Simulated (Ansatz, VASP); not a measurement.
## MgS: VASP beside Ansatz

```
Mg S
1.0
     0.00000    2.60152    2.60152
     2.60152    0.00000    2.60152
     2.60152    2.60152    0.00000
Mg S
1 1
Cartesian
  0.0000 0.0000 0.0000
  2.6015 2.6015 2.6015
```

Alike in both runs: task single point; functional LDA; k mesh 6 × 6 × 6; no spin polarisation.

```csv
,VASP,Ansatz
version,VASP 6.6.1,Ansatz 0.2.0
potentials or method,"VASP PAW LDA potentials, release 64 (Mg, S)",plane waves
plane-wave cutoff (eV),600,420
occupations,"gaussian, width 0.01 eV",fixed
valence electrons in the cell,8,16
```

VASP gave:

| Quantity | Value |
| --- | --- |
| gap on the k mesh at the Fermi level (eV) | 2.56 |
| pressure (GPa) | -3.8 |

Which values does Ansatz return?

gap on the k mesh at the Fermi level (eV): 2.56; pressure (GPa): -3.2.

LDA's correlation is that of Perdew and Zunger in VASP and of Perdew and Wang (1992) in Ansatz. VASP's potentials hold 8 valence electrons a cell and Ansatz's 16, so a difference there can come from the potentials and not from the codes.
